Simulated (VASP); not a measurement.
# MoH3 (P1) in VASP: further runs, part 2 of 2

VASP 6.6.1.

## Step 3: Relaxation of cell and atoms, PBE

INCAR

```
SYSTEM = MoH3
PREC = Accurate
ENCUT = 600
EDIFF = 1E-6
ISMEAR = 0
SIGMA = 0.1
LREAL = .False.
LASPH = .True.
NELM = 80
ALGO = Normal
ISIF = 3
LWAVE = .False.
LCHARG = .False.
GGA = PE
IBRION = 2
NSW = 80
EDIFFG = -0.001
```

KPOINTS

```
regular mesh
0
Gamma
  10 8 8
  0 0 0
```

POSCAR

```
MoH3
1.0
    2.9835826180      0.0019994709     -0.0040312689
   -0.0496579069      4.3650815413     -0.0061827223
   -0.4408594364     -1.9943272110      4.2211002653
H Mo
6 2
Direct
    0.1017889032      0.3790631206      0.0785390139
    0.1049552523      0.9152675027      0.3046723316
    0.7660246416      0.6378121153      0.6953551242
    0.4061257087      0.7587018462      0.9674326430
    0.7057801917      0.0717269676      0.6925486460
    0.5726542901      0.2426999015      0.3021375581
    0.2317340926      0.3369854180      0.6550002218
    0.6109369196      0.6577431276      0.3043144616
```

Potentials or basis: VASP PAW PBE potentials, release 64 (H, Mo_sv).

On the command line:

```bash
> cat potpaw_PBE.64/H/POTCAR potpaw_PBE.64/Mo_sv/POTCAR > POTCAR
> mpirun -np 1 vasp_std > vasp.out
```

OUTCAR:

```text
SYSTEM = MoH3
   PREC = Accurate
   ENCUT = 600
   EDIFF = 1E-6
   ISMEAR = 0
   LREAL = .False.
   LASPH = .True.
   NELM = 80
   ISIF = 3
   GGA = PE
   IBRION = 2
   NSW = 80
   EDIFFG = -0.001

 ion  position               nearest neighbor table
   1  0.102  0.379  0.079-   8 1.86   7 1.99   8 2.00
   2  0.105  0.915  0.305-   8 1.84   7 1.88   8 1.89
   3  0.766  0.638  0.695-   8 1.89   7 1.89   7 2.00
   4  0.406  0.759  0.967-   7 1.83   8 1.86
   5  0.706  0.072  0.693-   7 1.88   8 1.94   7 2.01
   6  0.573  0.243  0.302-   8 1.81   7 1.92
   7  0.232  0.337  0.655-   4 1.83   2 1.88   5 1.88   3 1.89   6 1.92   1 1.99   3 2.00   5 2.01
                             8 2.86   8 2.87   8 3.01   8 3.09   8 3.17   8 3.49
   8  0.611  0.658  0.304-   6 1.81   2 1.84   1 1.86   4 1.86   3 1.89   2 1.89   5 1.94   1 2.00
                             7 2.86   7 2.87   7 3.01   7 3.09   7 3.17   7 3.49

  LATTYP: Found a triclinic cell.
 ALAT       =     4.3653683689
 B/A-ratio  =     1.2051956546
 C/A-ratio  =     1.3644897934
 COS(alpha) =     0.0034687838
 COS(beta)  =     0.4032809520
 COS(gamma) =     0.8236708999

  Lattice vectors:

 A1 = (   0.0496579069,  -4.3650815413,   0.0061827223)
 A2 = (  -2.9339247111,  -4.3670810122,   0.0102139912)
 A3 = (   3.4740999613,  -2.3687548594,  -4.2189488119)

Analysis of symmetry for initial positions (statically):
=====================================================================
 Subroutine PRICEL returns:
 Original cell was already a primitive cell.

 Routine SETGRP: Setting up the symmetry group for a
 triclinic supercell.

 Subroutine GETGRP returns: Found  1 space group operations
 (whereof  1 operations were pure point group operations)
 out of a pool of  2 trial point group operations.

The static configuration has the point symmetry C_1 .

Analysis of symmetry for dynamics (positions and initial velocities):
=====================================================================
 Subroutine PRICEL returns:
 Original cell was already a primitive cell.

 Routine SETGRP: Setting up the symmetry group for a
 triclinic supercell.

 Subroutine GETGRP returns: Found  1 space group operations
 (whereof  1 operations were pure point group operations)
 out of a pool of  2 trial point group operations.

The dynamic configuration has the point symmetry C_1 .

 Subroutine INISYM returns: Found  1 space group operations
 (whereof  1 operations are pure point group operations),
 and found     1 'primitive' translations

----------------------------------------------------------------------------------------

                                     Primitive cell

  volume of cell :      54.9293

  direct lattice vectors                    reciprocal lattice vectors
     2.983582618  0.001999471 -0.004031269     0.335214706  0.003865635  0.036836819
    -0.049657907  4.365081541 -0.006182722    -0.000007288  0.229244122  0.108309338
    -0.440859436 -1.994327211  4.221100265     0.000320129  0.000339470  0.237098880

  length of vectors
     2.983586011  4.365368369  4.689284116     0.337254790  0.253542462  0.237099339

  position of ions in fractional coordinates (direct lattice)
     0.101788903  0.379063121  0.078539014
     0.104955252  0.915267503  0.304672332
[... 77 lines left out ...]
   NGX,Y,Z   is equivalent  to a cutoff of  13.37, 13.71, 14.18 a.u.
   NGXF,Y,Z  is equivalent  to a cutoff of  26.75, 27.42, 28.36 a.u.
 SYSTEM =  MoH3
   PREC   = accura    normal or accurate (medium, high low for compatibility)
   ISTART =      0    job   : 0-new  1-cont  2-samecut
   ICHARG =      2    charge: 1-file 2-atom 10-const
   ISPIN  =      1    spin polarized calculation?
   LNONCOLLINEAR =      F non collinear calculations
   LSORBIT =      F    spin-orbit coupling
   LASPH  =      T    aspherical Exc in radial PAW
   ENCUT  =  600.0 eV  44.10 Ry    6.64 a.u.   5.96  8.72  9.37*2*pi/ulx,y,z
   NELM   =     80;   NELMIN=  2; NELMDL= -5     # of ELM steps
   EDIFF  = 0.1E-05   stopping-criterion for ELM
   LREAL  =      F    real-space projection
   EDIFFG = -.1E-02   stopping-criterion for IOM
   NSW    =     80    number of steps for IOM
   IBRION =      2    ionic relax: 0-MD 1-quasi-New 2-CG
   NFREE  =      1    steps in history (QN), initial steepest desc. (CG)
   ISIF   =      3    stress and relaxation
   ISYM   =      2    0-nonsym 1-usesym 2-fastsym
   POTIM  = 0.5000    time-step for ionic-motion
   TEBEG  =    0.0;   TEEND  =   0.0 temperature during run
   PSTRESS=    0.0 pullay stress
   NELECT =      34.0000    total number of electrons
   NUPDOWN=      -1.0000    fix difference up-down
   EMIN   =  10.00;   EMAX   =-10.00  energy-range for DOS
   EFERMI =   0.00;   METHOD = LEGACY
   ISMEAR =     0;   SIGMA  =   0.10  broadening in eV -4-tet -1-fermi 0-gaus
   EFERMI_NEDOS =   21; number of points for ismear=-14 and -15
   IALGO  =     38    algorithm
   IMIX   =      4    mixing-type and parameters
     AMIX     =   0.40;   BMIX     =  1.00
     AMIX_MAG =   1.60;   BMIX_MAG =  1.00
  volume/ion in A,a.u.               =       6.87        46.34
  Fermi-wavevector in a.u.,A,eV,Ry     =   1.395189  2.636525 26.484454  1.946552
  Thomas-Fermi vector in A             =   2.518665
   LORBIT       =      0    0 simple, 1 ext, 2 COOP (PROOUT), +10 PAW based schemes
   GGA     = PE    functional components
   LHFCALC =     F    Hartree Fock is set to
   AEXX    =    0.0000 exact exchange contribution
   IVDW    =     0    specifies the selected vdW correction
   LEPSILON=     F    determine dielectric tensor
   LRPA    =     F    only Hartree local field effects (RPA)
 conjugate gradient relaxation of ions
 non-spin polarized calculation
 Gauss-broadening in eV      SIGMA  =   0.10
  energy-cutoff  :      600.00
  volume of cell :       54.93
 maximum number of plane-waves:      1856
   NGX = 11   NGY = 17   NGZ = 19

--------------------------------------- Ionic step        1  -------------------------------------------

 number of electron      34.0000001 magnetization

 Free energy of the ion-electron system (eV)
  ---------------------------------------------------
  ext. energy  EPLUGINS =         0.00000000
  ---------------------------------------------------
  free energy    TOTEN  =       -40.53282672 eV

  energy without entropy =      -40.52103394  energy(sigma->0) =      -40.52693033

------------------------ aborting loop because EDIFF is reached ----------------------------------------

  FORCE on cell =-STRESS in cart. coord.  units (eV):
  Direction    XX          YY          ZZ          XY          YZ          ZX
  --------------------------------------------------------------------------------------
  -------------------------------------------------------------------------------------
  Total        0.0543440      0.0370161      0.0443364      0.0034254      0.0057343      0.0006804
  in kB        1.5851059      1.0796855      1.2932037      0.0999113      0.1672581      0.0198449
  external PRESSURE =       1.3193317 kB  Pullay stress =       0.0000000 kB
[... 107 lines left out ...]
  FREE ENERGIE OF THE ION-ELECTRON SYSTEM (eV)
  ---------------------------------------------------
  free  energy   TOTEN  =       -40.5328457062 eV

  energy  without entropy=      -40.5210434539  energy(sigma->0) =      -40.52694458

[... ionic steps 4 to 60 ...]

--------------------------------------- Ionic step       61  -------------------------------------------

 number of electron      34.0000001 magnetization

------------------------ aborting loop because EDIFF is reached ----------------------------------------
[... 79 lines left out ...]
--------------------------------------- Ionic step       63  -------------------------------------------

 number of electron      34.0000001 magnetization

 Free energy of the ion-electron system (eV)
  ---------------------------------------------------
  ext. energy  EPLUGINS =         0.00000000
  ---------------------------------------------------
  free energy    TOTEN  =       -40.53287933 eV

  energy without entropy =      -40.52097190  energy(sigma->0) =      -40.52692561

 E-fermi :   7.5365     XC(G=0): -11.5992

 val. band max:        7.5341326817   @ k =  -0.3000   0.5000   0.3750
 cond. band min:       7.5366675842   @ k =  -0.2000   0.1250   0.5000
 fundamental gap:      0.0025349025
 Fermi energy:         7.5365283548

 k-point     1 :       0.0000    0.0000    0.0000
  band No.  band energies     occupation
      1     -53.8455      2.00000
      2     -53.7308      2.00000
      3     -28.2063      2.00000
      4     -28.0954      2.00000
      5     -27.7949      2.00000
      6     -27.7507      2.00000
[... 589 lines left out ...]
     21      11.0992      0.00000
     22      11.7158      0.00000

 [... further k-points ...]
[... 5 lines left out ...]
  --------------------------------------------------------------------------------------
  -------------------------------------------------------------------------------------
  Total        0.0048898      0.0049958      0.0059449     -0.0023614      0.0002469     -0.0022306
  in kB        0.1425655      0.1456538      0.1733267     -0.0688468      0.0071978     -0.0650333
  external PRESSURE =       0.1538487 kB  Pullay stress =       0.0000000 kB
[... 23 lines left out ...]
  FREE ENERGIE OF THE ION-ELECTRON SYSTEM (eV)
  ---------------------------------------------------
  free  energy   TOTEN  =       -40.5328793263 eV

  energy  without entropy=      -40.5209719023  energy(sigma->0) =      -40.52692561

 reached required accuracy - stopping structural energy minimisation
```

Run time: 84 min. Hardware: 1 thread of Intel Xeon Platinum 8259CL at 2.50GHz (Skylake/Cascade Lake), shared host; peak memory 0.53 GiB.

What came out:

```
Free energy                           : -40.5329 eV
Relaxed volume                        : 6.87 Å³/atom
Relaxed cell                          : a = 2.984 Å, b = 4.364 Å, c = 4.691 Å, α = 115.14°, β = 95.60°, γ = 90.57°
Space group after relaxing (to 0.1 Å) : P1 (No. 1)
Energy gained by relaxing             : 0.0 meV/atom
Ionic steps                           : 63
Pressure after relaxing               : 0.0 GPa
Band gap on the k mesh                : zero (bands 17 and 18 overlap by 1.38 eV)
```

Final structure:
```xyz
8
Lattice="2.9843 0.0032 -0.0070 -0.0479 4.3639 -0.0049 -0.4459 -1.9928 4.2230" Properties=species:S:1:pos:R:3 pbc="T T T"
H     0.2502    1.5000    0.3282
H     0.1321    3.3887    1.2789
H     1.9442    1.3988    2.9307
H     0.7437    1.3848    4.0779
H     1.7966   -1.0657    2.9200
H     1.5627    0.4571    1.2719
Mo    0.3846    0.1659    2.7614
Mo    1.6554    2.2660    1.2786
```
